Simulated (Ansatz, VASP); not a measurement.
## Two plane-wave programs on BN

INCAR

```
SYSTEM = BN
PREC = Accurate ; ENCUT = 520
EDIFF = 1E-6 ; ISMEAR = -1
SIGMA = 0.02 ; LREAL = .FALSE.
LASPH = .TRUE. ; NELM = 60
ALGO = Normal ; ISIF = 2
LWAVE = .FALSE. ; LCHARG = .FALSE.
GGA = PE ; IBRION = 2
NSW = 80 ; EDIFFG = -0.02
```

The input KPOINTS:

```
regular mesh
0
G
  13 13 5
  0 0 0
```

The input POSCAR:

```
BN
1.0
    2.5400000000      0.0000000000      0.0000000000
   -1.2700000000      2.1997045256      0.0000000000
    0.0000000000      0.0000000000      6.6639800000
B N
2 2
Direct
    0.3333333333      0.6666666667      0.2500000000
    0.6666666667      0.3333333333      0.7500000000
    0.3333333333      0.6666666667      0.7500000000
    0.6666666667      0.3333333333      0.2500000000
```

Input for Ansatz:

```yaml
crystal:
  lattice:
    - [2.54, 0.0, 0.0]
    - [-1.27, 2.1997045256, 0.0]
    - [0.0, 0.0, 6.66398]
  atoms:
    - { symbol: B, position: [0.3333333333, 0.6666666667, 0.25] }
    - { symbol: B, position: [0.6666666667, 0.3333333333, 0.75] }
    - { symbol: "N", position: [0.3333333333, 0.6666666667, 0.75] }
    - { symbol: "N", position: [0.6666666667, 0.3333333333, 0.25] }
kpoints:
  mp_grid: { grid: [13, 13, 5] }
scf:
  occupations: { method: fermi_dirac, width: 0.02 }
hamiltonian:
  xc: pbe
  pseudopotentials: { kind: paw }
output:
  forces: true
  stress: true
  populations: true
  efg:
    quadrupole_moments_barn: { B: 0.04059, "N": 0.02044 }
    contact_densities: true
  write_density: true
  write_potential: true
  elf: true
  volumetric_format: npy
relax:
  f_tol: 0.02
  max_steps: 60
```

Change from the starting cell: z stretched by +1 %, ions relaxed.

Alike in both runs: task relaxation of the atoms; functional PBE; k mesh 13 × 13 × 5; occupations fermi-dirac, width 0.02 eV; no spin polarisation.

|  | VASP | Ansatz |
| --- | --- | --- |
| version | VASP 6.6.1 | Ansatz 0.2.0 |
| potentials or method | VASP PAW PBE potentials, release 64 (B, N) | plane-wave PAW, scalar-relativistic |
| plane-wave cutoff (eV) | 520 | 420 |
| valence electrons in the cell | 16 | 16 |

|  | VASP | Ansatz | Ansatz less VASP |
| --- | --- | --- | --- |
| gap on the k mesh at the Fermi level, each at its own relaxed structure (eV) | 4.22 | 4.23 | +0.006 |

Ansatz's warnings: stress scf threshold loose.

Noted on VASP's run: the relaxation stopped at its first step, so nothing moved.
